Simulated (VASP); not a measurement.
# LiBeS3 (P4mm) in VASP: notebook

The runs below take LiBeS3 through single point, relaxation of cell and atoms, with PBE.

Program: VASP 6.6.1. These are calculated values, not measurements. Logs are shortened: lines on timing, memory, paths and dates and some standing lists are left out, and cuts for length are marked.

### Step 1. The cell of the first run

Symmetry: P4mm, No. 99, tetragonal system. Conventional cell: a = 4.066 Å, b = 4.066 Å, c = 5.353 Å, α = 90.00°, β = 90.00°, γ = 90.00°. Within 3.9 Å of Li (site symmetry 4mm) lie 12 S at 2.98 to 3.36 Å and 4 Be at 3.24 Å. Within 3.0 Å of Be (site symmetry 4mm) lie 5 S at 2.27 to 2.35 Å. Within 3.1 Å of S (site symmetry 2mm) lie 2 Be at 2.35 Å and 6 S at 2.78 to 2.87 Å. Within 3.0 Å of S (site symmetry 4mm) lie 1 Be at 2.27 Å and 4 S at 2.78 Å and 4 Li at 2.98 Å.

### Step 2. Single point, PBE

Input file INCAR:

```
SYSTEM = LiBeS3
PREC = Accurate ; ENCUT = 520
EDIFF = 1E-6 ; ISMEAR = 0
SIGMA = 0.1 ; LREAL = .FALSE.
LASPH = .TRUE. ; NELM = 60
ALGO = Normal ; ISIF = 2
LWAVE = .FALSE. ; LCHARG = .FALSE.
GGA = PE ; NBANDS = 20
```

Input file KPOINTS:

```
regular mesh
0
G
  4 4 4
  0 0 0
```

Input file POSCAR:

```
LiBeS3
1.0
    4.0657718800      0.0000000000      0.0000000000
    0.0000000000      4.0657718800      0.0000000000
    0.0000000000      0.0000000000      5.3528843300
Li Be S
1 1 3
Direct
    0.5000000000      0.5000000000      0.6952151100
    0.0000000000      0.0000000000      0.9733234000
    0.5000000000      0.0000000000      0.1952777100
    0.0000000000      0.5000000000      0.1952777100
    0.0000000000      0.0000000000      0.5491080900
```

Potentials or basis: VASP PAW PBE potentials, release 64 (Li_sv, Be, S).

Command:

```sh
cat potpaw_PBE.64/Li_sv/POTCAR potpaw_PBE.64/Be/POTCAR potpaw_PBE.64/S/POTCAR > POTCAR
mpirun -np 1 vasp_std > vasp.out
```

OUTCAR:

```text
SYSTEM = LiBeS3
   PREC = Accurate
   ENCUT = 520
   EDIFF = 1E-6
   ISMEAR = 0
   LREAL = .FALSE.
   LASPH = .TRUE.
   NELM = 60
   ISIF = 2
   GGA = PE

 ion  position               nearest neighbor table
   1  0.500  0.500  0.695-
   2  0.000  0.000  0.973-   5 2.27   4 2.35   3 2.35   4 2.35   3 2.35
   3  0.500  0.000  0.195-   2 2.35   2 2.35   5 2.78   5 2.78
   4  0.000  0.500  0.195-   2 2.35   2 2.35   5 2.78   5 2.78
   5  0.000  0.000  0.549-   2 2.27   3 2.78   4 2.78   4 2.78   3 2.78

  LATTYP: Found a simple tetragonal cell.
 ALAT       =     4.0657718800
 C/A-ratio  =     1.3165727168

  Lattice vectors:

 A1 = (   4.0657718800,   0.0000000000,   0.0000000000)
 A2 = (   0.0000000000,   4.0657718800,   0.0000000000)
 A3 = (   0.0000000000,   0.0000000000,   5.3528843300)

Analysis of symmetry for initial positions (statically):
=====================================================================
 Subroutine PRICEL returns:
 Original cell was already a primitive cell.

 Routine SETGRP: Setting up the symmetry group for a
 simple tetragonal supercell.

 Subroutine GETGRP returns: Found  8 space group operations
 (whereof  8 operations were pure point group operations)
 out of a pool of 16 trial point group operations.

The static configuration has the point symmetry C_4v.

Analysis of symmetry for dynamics (positions and initial velocities):
=====================================================================
 Subroutine PRICEL returns:
 Original cell was already a primitive cell.

 Routine SETGRP: Setting up the symmetry group for a
 simple tetragonal supercell.

 Subroutine GETGRP returns: Found  8 space group operations
 (whereof  8 operations were pure point group operations)
 out of a pool of 16 trial point group operations.

The dynamic configuration has the point symmetry C_4v.

 Subroutine INISYM returns: Found  8 space group operations
 (whereof  8 operations are pure point group operations),
 and found     1 'primitive' translations

----------------------------------------------------------------------------------------

                                     Primitive cell

  volume of cell :      88.4859

  direct lattice vectors                    reciprocal lattice vectors
     4.065771880  0.000000000  0.000000000     0.245955757  0.000000000  0.000000000
     0.000000000  4.065771880  0.000000000     0.000000000  0.245955757  0.000000000
     0.000000000  0.000000000  5.352884330     0.000000000  0.000000000  0.186815171

  length of vectors
     4.065771880  4.065771880  5.352884330     0.245955757  0.245955757  0.186815171

  position of ions in fractional coordinates (direct lattice)
     0.500000000  0.500000000  0.695215110
     0.000000000  0.000000000  0.973323400
     0.500000000  0.000000000  0.195277710
     0.000000000  0.500000000  0.195277710
     0.000000000  0.000000000  0.549108090

  ion indices of the primitive-cell ions
   primitive index   ion index
                 1           1
                 2           2
                 3           3
                 4           4
                 5           5

----------------------------------------------------------------------------------------

 KPOINTS: regular mesh

Automatic generation of k-mesh.
 Grid dimensions read from file:
 generate k-points for:    4    4    4

 Generating k-lattice:

  Cartesian coordinates                     Fractional coordinates (reciprocal lattice)
     0.061488939  0.000000000  0.000000000     0.250000000  0.000000000  0.000000000
     0.000000000  0.061488939  0.000000000     0.000000000  0.250000000  0.000000000
     0.000000000  0.000000000  0.046703793     0.000000000  0.000000000  0.250000000

  Length of vectors
     0.061488939  0.061488939  0.046703793

  Shift w.r.t. Gamma in fractional coordinates (k-lattice)
     0.000000000  0.000000000  0.000000000

 Subroutine IBZKPT returns following result:
 ===========================================

 Found     18 irreducible k-points:

 Following reciprocal coordinates:
            Coordinates               Weight
  0.000000  0.000000  0.000000      1.000000
  0.250000  0.000000  0.000000      4.000000
  0.500000  0.000000  0.000000      2.000000
  0.250000  0.250000  0.000000      4.000000
  0.500000  0.250000  0.000000      4.000000
  0.500000  0.500000  0.000000      1.000000
[... 10 lines left out ...]
  0.500000  0.250000  0.500000      4.000000
  0.500000  0.500000  0.500000      1.000000
   k-points           NKPTS =     18   k-points in BZ     NKDIM =     18   number of bands    NBANDS=     20
   number of dos      NEDOS =    301   number of ions     NIONS =      5
   total plane-waves  NPLWV =  36000
   dimension x,y,z NGX =    30 NGY =   30 NGZ =   40
   dimension x,y,z NGXF=    60 NGYF=   60 NGZF=   80
   ions per type =               1   1   3
   NGX,Y,Z   is equivalent  to a cutoff of  12.27, 12.27, 12.42 a.u.
   NGXF,Y,Z  is equivalent  to a cutoff of  24.53, 24.53, 24.85 a.u.
 SYSTEM =  LiBeS3
   PREC   = accura    normal or accurate (medium, high low for compatibility)
   ISTART =      0    job   : 0-new  1-cont  2-samecut
   ICHARG =      2    charge: 1-file 2-atom 10-const
   ISPIN  =      1    spin polarized calculation?
   LNONCOLLINEAR =      F non collinear calculations
   LSORBIT =      F    spin-orbit coupling
   LASPH  =      T    aspherical Exc in radial PAW
   ENCUT  =  520.0 eV  38.22 Ry    6.18 a.u.   7.56  7.56  9.95*2*pi/ulx,y,z
   NELM   =     60;   NELMIN=  2; NELMDL= -5     # of ELM steps
   EDIFF  = 0.1E-05   stopping-criterion for ELM
   LREAL  =      F    real-space projection
   EDIFFG = 0.1E-04   stopping-criterion for IOM
   NSW    =      0    number of steps for IOM
   IBRION =     -1    ionic relax: 0-MD 1-quasi-New 2-CG
   NFREE  =      0    steps in history (QN), initial steepest desc. (CG)
   ISIF   =      2    stress and relaxation
   ISYM   =      2    0-nonsym 1-usesym 2-fastsym
   POTIM  = 0.5000    time-step for ionic-motion
   TEBEG  =    0.0;   TEEND  =   0.0 temperature during run
   PSTRESS=    0.0 pullay stress
   NELECT =      23.0000    total number of electrons
   NUPDOWN=      -1.0000    fix difference up-down
   EMIN   =  10.00;   EMAX   =-10.00  energy-range for DOS
   EFERMI =   0.00;   METHOD = LEGACY
   ISMEAR =     0;   SIGMA  =   0.10  broadening in eV -4-tet -1-fermi 0-gaus
   EFERMI_NEDOS =   21; number of points for ismear=-14 and -15
   IALGO  =     38    algorithm
   IMIX   =      4    mixing-type and parameters
     AMIX     =   0.40;   BMIX     =  1.00
     AMIX_MAG =   1.60;   BMIX_MAG =  1.00
  volume/ion in A,a.u.               =      17.70       119.43
  Fermi-wavevector in a.u.,A,eV,Ry     =   1.044783  1.974354 14.851736  1.091572
  Thomas-Fermi vector in A             =   2.179551
   LORBIT       =      0    0 simple, 1 ext, 2 COOP (PROOUT), +10 PAW based schemes
   GGA     = PE    functional components
   LHFCALC =     F    Hartree Fock is set to
   AEXX    =    0.0000 exact exchange contribution
   IVDW    =     0    specifies the selected vdW correction
   LEPSILON=     F    determine dielectric tensor
   LRPA    =     F    only Hartree local field effects (RPA)
 non-spin polarized calculation
 Gauss-broadening in eV      SIGMA  =   0.10
  energy-cutoff  :      520.00
  volume of cell :       88.49
 maximum number of plane-waves:      2400
   NGX = 15   NGY = 15   NGZ = 19

 number of electron      22.9999999 magnetization

 Free energy of the ion-electron system (eV)
  ---------------------------------------------------
  ext. energy  EPLUGINS =         0.00000000
  ---------------------------------------------------
  free energy    TOTEN  =       -17.86433310 eV

  energy without entropy =      -17.84599769  energy(sigma->0) =      -17.85516540

 E-fermi :   3.7826     XC(G=0):  -9.1723

 val. band max:        3.6481260694   @ k =   0.2500   0.0000   0.0000
 cond. band min:       3.8081395435   @ k =   0.2500   0.0000   0.2500
 fundamental gap:      0.1600134741
 Fermi energy:         3.7825952389

 k-point     1 :       0.0000    0.0000    0.0000
  band No.  band energies     occupation
      1     -42.9214      2.00000
      2     -10.9097      2.00000
      3      -7.4727      2.00000
      4      -6.9308      2.00000
      5      -1.5991      2.00000
      6      -1.0973      2.00000
[... 12 lines left out ...]
     19      10.5407      0.00000
     20      11.2414      0.00000

 k-point     2 :       0.2500    0.0000    0.0000
  band No.  band energies     occupation
      1     -42.9213      2.00000
      2     -10.5202      2.00000
      3      -7.8382      2.00000
      4      -7.2854      2.00000
      5      -1.2684      2.00000
      6      -0.7085      2.00000
[... 12 lines left out ...]
     19      11.4215      0.00000
     20      11.6876      0.00000

 k-point     3 :       0.5000    0.0000    0.0000
  band No.  band energies     occupation
      1     -42.9212      2.00000
      2      -9.6970      2.00000
      3      -8.9952      2.00000
      4      -7.2182      2.00000
      5      -0.6206      2.00000
      6      -0.0729      2.00000
[... 12 lines left out ...]
     19      10.8261      0.00000
     20      11.9790      0.00000

 k-point     4 :       0.2500    0.2500    0.0000
  band No.  band energies     occupation
      1     -42.9212      2.00000
      2     -10.1511      2.00000
      3      -8.0017      2.00000
      4      -7.5068      2.00000
      5      -2.0163      2.00000
      6      -0.9350      2.00000
[... 291 lines left out ...]
 k-point    17 :       0.5000    0.2500    0.5000
  band No.  band energies     occupation
      1     -42.9212      2.00000
      2      -9.2321      2.00000
      3      -8.8417      2.00000
      4      -7.6646      2.00000
      5      -2.5021      2.00000
      6      -0.7553      2.00000
[... 12 lines left out ...]
     19      11.1827      0.00000
     20      11.3319      0.00000

 k-point    18 :       0.5000    0.5000    0.5000
  band No.  band energies     occupation
      1     -42.9211      2.00000
      2      -8.7023      2.00000
      3      -8.7023      2.00000
      4      -8.0016      2.00000
      5      -3.3287      2.00000
      6      -1.4337      2.00000
[... 12 lines left out ...]
     19      12.7717      0.00000
     20      12.8175      0.00000

------------------------ aborting loop because EDIFF is reached ----------------------------------------

  FORCE on cell =-STRESS in cart. coord.  units (eV):
  Direction    XX          YY          ZZ          XY          YZ          ZX
  --------------------------------------------------------------------------------------
  -------------------------------------------------------------------------------------
  Total       -2.0407568     -2.0407568     -3.0465082      0.0000000      0.0000000      0.0000000
  in kB      -36.9511503    -36.9511503    -55.1618806      0.0000000      0.0000000      0.0000000
  external PRESSURE =     -43.0213937 kB  Pullay stress =       0.0000000 kB

 VOLUME and BASIS-vectors are now :
 -----------------------------------------------------------------------------
  energy-cutoff  :      520.00
  volume of cell :       88.49
      direct lattice vectors                 reciprocal lattice vectors
     4.065771880  0.000000000  0.000000000     0.245955757  0.000000000  0.000000000
     0.000000000  4.065771880  0.000000000     0.000000000  0.245955757  0.000000000
     0.000000000  0.000000000  5.352884330     0.000000000  0.000000000  0.186815171

 POSITION                                       TOTAL-FORCE (eV/Angst)
 -----------------------------------------------------------------------------------
      2.03289      2.03289      3.72141         0.000000      0.000000     -0.186317
      0.00000      0.00000      5.21009         0.000000     -0.000000     -0.354385
      2.03289      0.00000      1.04530         0.000000     -0.000000     -1.316685
      0.00000      2.03289      1.04530        -0.000000     -0.000000     -1.316685
      0.00000      0.00000      2.93931         0.000000     -0.000000      3.174073
 -----------------------------------------------------------------------------------
    total drift:                                0.000000     -0.000000     -0.000517

  FREE ENERGIE OF THE ION-ELECTRON SYSTEM (eV)
  ---------------------------------------------------
  free  energy   TOTEN  =       -17.8643331023 eV

  energy  without entropy=      -17.8459976892  energy(sigma->0) =      -17.85516540
```

Wall time 57 s (1 thread of AMD EPYC 7R13, shared host); peak memory 0.15 GiB.

Results:

```
Free energy   : -17.8643 eV
Largest force : 3.174 eV/Å
```

Forces on the atoms (eV/Å):
```
Li   0.000  0.000 -0.186
Be   0.000  0.000 -0.354
S    0.000  0.000 -1.317
S    0.000  0.000 -1.317
S    0.000  0.000  3.174
```

Caveat: the k points lie up to 0.39 Å⁻¹ apart; the cutoff is under 1.25 times the usual one of these potentials, so pressure, stress and relaxed cells hold a basis-set (Pulay) error; forces of over 1 eV/Å act on the atoms, so gaps and moduli don't describe the material at rest.

(Continued in part 2 of 2.)
